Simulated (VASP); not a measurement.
Write the native input for VASP 6.6.1 that does the following.

```yaml
Task: single point
Functional: PBE
Dispersion: D4
Potentials_or_basis: VASP PAW PBE potentials, release 64 (Bi_d)
Cutoff: 520 eV
k_mesh: 6 × 6 × 6
Occupations: gaussian, width 0.1 eV
Spin: no spin polarisation
Dipole_correction: no
Further_INCAR_settings: ALGO = Normal; EDIFF = 1e-06; NBANDS = 22
```

The structure of Bi lies in POSCAR:

```
Bi
1.0
    2.2675000000      1.3091417354      3.9380000000
   -2.2675000000      1.3091417354      3.9380000000
    0.0000000000     -2.6182834708      3.9380000000
Bi
2
Direct
    0.2340000000      0.2340000000      0.2340000000
    0.7660000000      0.7660000000      0.7660000000
```

The input as run:

INCAR

```
SYSTEM = Bi
ALGO = Normal
EDIFF = 1E-6
ENCUT = 520
GGA = PE
ISIF = 2
ISMEAR = 0
IVDW = 13
LASPH = .True.
LCHARG = .False.
LREAL = .False.
LWAVE = .False.
NBANDS = 22
NELM = 100
PREC = Accurate
SIGMA = 0.1
```

KPOINTS

```
k-points
0
Gamma
  6 6 6
  0 0 0
```

Potentials or basis: VASP PAW PBE potentials, release 64 (Bi_d).

Launch:

```console
$ cat potpaw_PBE.64/Bi_d/POTCAR > POTCAR
$ mpirun -np 1 vasp_std > vasp.out
```

Results of the run:

| Item | Value |
| --- | --- |
| Pressure | -0.1 GPa |
| Largest force | 0.122 eV/Å |
| Band gap on the k mesh | zero (bands 15 and 16 overlap by 0.14 eV) |
| Dispersion energy per atom | -0.495 eV |

Caveat: spin-orbit coupling is left out, which moves the levels of the heavy elements.

Wall time 32 s on 1 thread of Intel(R) Xeon(R) Platinum 8259CL CPU @ 2.50GHz (Skylake/Cascade Lake), on a shared host, peak memory 0.21 GiB.
